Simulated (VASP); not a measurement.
Here is a VASP 6.6.1 calculation.

File INCAR:

```
  ALGO = Normal
  EDIFF = 1E-6
  ENCUT = 520
  GGA = PE
  ISIF = 2
  ISMEAR = -1
  LASPH = T
  LCHARG = F
  LREAL = F
  LWAVE = F
  NBANDS = 66
  NELM = 80
  PREC = Accurate
  SIGMA = 0.05
```

KPOINTS

```
k-points
0
Gamma
  2 2 1
```

File POSCAR:

```
ZnO
1.0
    5.5339020000      0.0000000000      0.0000000000
   -2.7669510000      5.3469200000      0.0000000000
    0.0000000000      0.0000000000     17.3926410000
Zn O
6 6
Direct
    0.3333271894      0.0000000000      0.0574955810
    0.6564819653      0.6696565499      0.0201004551
    0.9519108815     -0.1782895574      0.1841928434
    0.9380283259      0.3797887382      0.0587834820
    0.5832580291      0.0870968707      0.2395035924
    0.2701886555      0.4957433438      0.1967671270
    0.3105316441      0.6749493166      0.0475488455
    0.6172049107      0.3465733544      0.0169726955
    0.9632035765      0.9463392009      0.0734161074
    0.8778736533      0.4430027006      0.1898389095
    0.5676358005      0.7566599089      0.2409122341
    0.2686483875      0.1360970428      0.2253079334
```

Potentials or basis: VASP PAW PBE potentials, release 64 (Zn, O).

Launch:

```bash
$ cat potpaw_PBE.64/Zn/POTCAR potpaw_PBE.64/O/POTCAR > POTCAR
$ mpirun -np 1 vasp_std > vasp.out
```

**Question.** What does it give for the largest force?

**Answer.** 1.997 eV/Å.

**Question.** What does it give for the band gap on the k mesh?

**Answer.** 0.72 eV.

Forces on the atoms (eV/Å):
```
Zn  -0.183  0.978 -0.494
Zn  -0.758  0.641  1.186
Zn  -0.721 -0.192  1.086
Zn   1.127  0.528  1.148
Zn  -0.082  0.183 -0.834
Zn  -0.502 -1.392  0.571
O    0.379 -0.551 -0.092
O   -0.213 -1.908 -0.218
O   -0.745  0.172 -0.533
O    1.311 -0.105 -0.692
O    0.976  1.699 -0.383
O   -0.589 -0.054 -0.746
```

Caveat: the k points lie up to 0.64 Å⁻¹ apart.
